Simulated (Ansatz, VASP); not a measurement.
**Two plane-wave programs on PbS**

INCAR

```
PREC = Accurate
ENCUT = 500
EDIFF = 1E-6
ISMEAR = 0
SIGMA = 0.05
LREAL = F
LASPH = T
NELM = 120
ALGO = Normal
ISIF = 2
LWAVE = F
LCHARG = F
GGA = PE
IVDW = 12
NBANDS = 17
GGA_COMPAT = F
```

The input KPOINTS:

```
regular mesh
0
Gamma
  6 6 6
```

Contents of POSCAR:

```
PbS
1.0
    3.6536590000      0.0000000000      0.0000000000
    0.0000000000      3.6536590000      0.0000000000
    0.0000000000      0.0000000000      3.6536590000
Pb S
1 1
Direct
    0.0000000000      0.0000000000      0.0000000000
    0.5000000000      0.5000000000      0.5000000000
```

Input for Ansatz:

```yaml
crystal:
  lattice:
    - [3.653659, 0.0, 0.0]
    - [0.0, 3.653659, 0.0]
    - [0.0, 0.0, 3.653659]
  atoms:
    - { symbol: Pb, position: [0.0, 0.0, 0.0] }
    - { symbol: S, position: [0.5, 0.5, 0.5] }
basis:
  ecutwfc: 420
  ecutrho_ratio: 4
kpoints:
  mp_grid: { grid: [6, 6, 6] }
hamiltonian:
  xc: pbe
  dispersion: d3bj
scf:
  occupations: { method: gaussian, width: 0.05 }
output:
  forces: true
  stress: true
  eigenvalues: true
```

Alike in both runs: task single point; functional PBE; dispersion D3(BJ); k mesh 6 × 6 × 6; occupations gaussian, width 0.05 eV; no spin polarisation.

|  | VASP | Ansatz |
| --- | --- | --- |
| version | VASP 6.6.1 | Ansatz 0.2.0 |
| potentials or method | VASP PAW PBE potentials, release 64 (Pb_d, S), cutoff 500 eV | scalar-relativistic, plane waves, PAW |
| valence electrons in the cell | 20 | 20 |

Ansatz gave:

* gap on the k mesh at the Fermi level (eV): none
* pressure (GPa): -2.3

**Question.** Which values does VASP return?

**Answer.** gap on the k mesh at the Fermi level (eV): none; pressure (GPa): -2.4.

A gap of «none» marks a metal or a gap that the smearing closes.

Neither program's run includes spin-orbit coupling.
